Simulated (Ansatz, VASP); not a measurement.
**One calculation of TePb, two programs**

Contents of INCAR:

```
SYSTEM = TePb
  PREC = Accurate
  ENCUT = 520
  EDIFF = 1E-6
  ISMEAR = -1
  SIGMA = 0.08
  LREAL = .FALSE.
  LASPH = .TRUE.
  NELM = 60
  ALGO = Normal
  ISIF = 2
  LWAVE = .FALSE.
  LCHARG = .FALSE.
  NBANDS = 17
```

KPOINTS

```
regular mesh
0
G
  12 12 12
  0 0 0
```

Contents of POSCAR:

```
TePb
1.0
    0.0000000000      3.0573671801      3.0573671801
    3.0573671801      0.0000000000      3.0573671801
    3.0573671801      3.0573671801      0.0000000000
Pb Te
1 1
Direct
    0.0000000000      0.0000000000      0.0000000000
    0.5000000000      0.5000000000      0.5000000000
```

Input for Ansatz:

```yaml
crystal:
  lattice:
    - [0.0, 3.0573671801, 3.0573671801]
    - [3.0573671801, 0.0, 3.0573671801]
    - [3.0573671801, 3.0573671801, 0.0]
  atoms:
    - { symbol: Pb, position: [0.0, 0.0, 0.0] }
    - { symbol: Te, position: [0.5, 0.5, 0.5] }
kpoints:
  mp_grid: { grid: [12, 12, 12] }
scf:
  occupations: { method: fermi_dirac, width: 0.08 }
hamiltonian:
  xc: lda
  pseudopotentials: { kind: paw }
output:
  forces: true
  stress: true
  eigenvalues: true
  populations: true
  write_density: true
  write_potential: true
  elf: true
  volumetric_format: npy
```

Change from the starting cell: volume scaled by 0.88, PAW files.

Alike in both runs: task single point; functional LDA; k mesh 12 × 12 × 12; occupations fermi-dirac, width 0.08 eV; no spin polarisation.

|  | VASP | Ansatz |
| --- | --- | --- |
| version | VASP 6.6.1 | Ansatz 0.2.0 |
| potentials or method | VASP PAW LDA potentials, release 64 (Pb_d, Te) | PAW with Ansatz's default frozen-core files, scalar-relativistic |
| plane-wave cutoff (eV) | 520 | 420 |
| valence electrons in the cell | 20 | 30 |

```csv
,VASP,Ansatz,Ansatz less VASP
pressure (GPa),8.4,8.3,-0.15
```

LDA's correlation is that of Perdew and Zunger in VASP and of Perdew and Wang (1992) in Ansatz. VASP's potentials hold 20 valence electrons a cell and Ansatz's 30, so a difference there can come from the potentials and not from the codes.

Spin-orbit coupling is off throughout.
